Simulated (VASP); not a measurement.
Runs of VASP 6.6.1 on TiC. The structure is that of space group P4/mmm (No. 123), or close to it. The cells are those of the table. 

| task | cell | smearing | gap on the mesh (eV) | pressure (GPa) | relaxed volume (Å³/atom) |
| --- | --- | --- | --- | --- | --- |
| single point | a = 2.618, b = 2.618, c = 2.894 Å, 2 atoms | fermi-dirac 0.1 eV | none | 0.0 | - |
| single point | a = 2.616, b = 2.616, c = 2.896 Å, 2 atoms | gaussian 0.1 eV | none | 0.0 | - |
| relaxation of cell and atoms | relaxed from a = 2.539, b = 2.539, c = 3.632 Å, 2 atoms | fermi-dirac 0.1 eV | none | 0.0 | 9.93 |
| relaxation of cell and atoms | relaxed from a = 2.539, b = 2.539, c = 3.632 Å, 2 atoms | gaussian 0.1 eV | none | 0.0 | (a) |

Alike in all rows: level PBE; potentials or basis VASP PAW PBE potentials, release 64 (Ti_sv, C); no spin polarisation; k mesh 7 × 7 × 5; cutoff (eV) 600.

Question: Estimate the missing entries.

Answer: (a) 9.91.

Caveats: some runs use coarse meshes; the volume moved by over 15 % at a fixed basis, so the end points are rough (at least some runs).

A gap of «none» marks levels without a gap at the run's occupations.
